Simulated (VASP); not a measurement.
Set up this calculation in VASP 6.6.1, as the native input.

- Task: density of states
- Functional: LDA
- Potentials or basis: VASP PAW LDA potentials, release 64 (Sb)
- Cutoff: 520 eV
- k mesh: 14 × 14 × 14
- Occupations: fermi-dirac, width 0.08 eV
- Spin: no spin polarisation
- Dipole correction: no
- k mesh for the DOS: 21 × 21 × 21
- Occupations for the DOS: tetrahedron
- Further INCAR settings: ALGO = Normal; EDIFF = 1e-06

Crystal: Sb.

```
CELL_PARAMETERS angstrom
-1.42033 1.42033 1.42033
1.42033 -1.42033 1.42033
1.42033 1.42033 -1.42033
ATOMIC_POSITIONS crystal
Sb 0.00000 0.00000 0.00000
```

This cell differs from its parent crystal: volume scaled by 0.45.

The input as run:

POSCAR

```
Sb
1.0
   -1.4203279566      1.4203279566      1.4203279566
    1.4203279566     -1.4203279566      1.4203279566
    1.4203279566      1.4203279566     -1.4203279566
Sb
1
Direct
    0.0000000000      0.0000000000      0.0000000000
```

INCAR.step1

```
PREC     = Accurate       # precision mode
ENCUT    = 520            # plane-wave cutoff, eV
EDIFF    = 1E-6           # SCF threshold, eV
ISMEAR   = -1             # smearing method
SIGMA    = 0.08           # smearing width, eV
LREAL    = F              # projectors in reciprocal space
LASPH    = T              # aspherical terms in the spheres
NELM     = 60             # most SCF steps
ALGO     = Normal         # electronic algorithm
ISIF     = 2              # what is computed and relaxed
LWAVE    = F              # write WAVECAR
LCHARG   = T              # write CHGCAR
GGA      = CA             # functional
NBANDS   = 8              # bands
```

KPOINTS.step1

```
Automatic mesh
0
Gamma
  14 14 14
```

INCAR.step2

```
PREC     = Accurate       # precision mode
ENCUT    = 520            # plane-wave cutoff, eV
EDIFF    = 1E-6           # SCF threshold, eV
ISMEAR   = -5             # smearing method
SIGMA    = 0.08           # smearing width, eV
LREAL    = F              # projectors in reciprocal space
LASPH    = T              # aspherical terms in the spheres
NELM     = 60             # most SCF steps
ALGO     = Normal         # electronic algorithm
ISIF     = 2              # what is computed and relaxed
LWAVE    = F              # write WAVECAR
LCHARG   = F              # write CHGCAR
GGA      = CA             # functional
LORBIT   = 11             # projections on sites
NEDOS    = 1001           # points of the DOS
ICHARG   = 11             # starting density
```

KPOINTS.step2

```
Automatic mesh
0
Gamma
  21 21 21
```

Potentials or basis: VASP PAW LDA potentials, release 64 (Sb).

Command:

```console
$ cat potpaw_LDA.64/Sb/POTCAR > POTCAR
$ cp INCAR.step1 INCAR
$ cp KPOINTS.step1 KPOINTS
$ mpirun -np 1 vasp_std > vasp.out
$ cp INCAR.step2 INCAR
$ cp KPOINTS.step2 KPOINTS
$ mpirun -np 1 vasp_std > vasp.out
```

It gave:

```
Valence electrons inside the program's atomic spheres : Sb 3.45
```

Caveat: spin-orbit coupling is left out, which moves the levels of the heavy elements.

Run time: 14 s on 1 thread of Intel(R) Xeon(R) Platinum 8559C (Emerald Rapids) (shared host), peak memory 0.14 GiB.
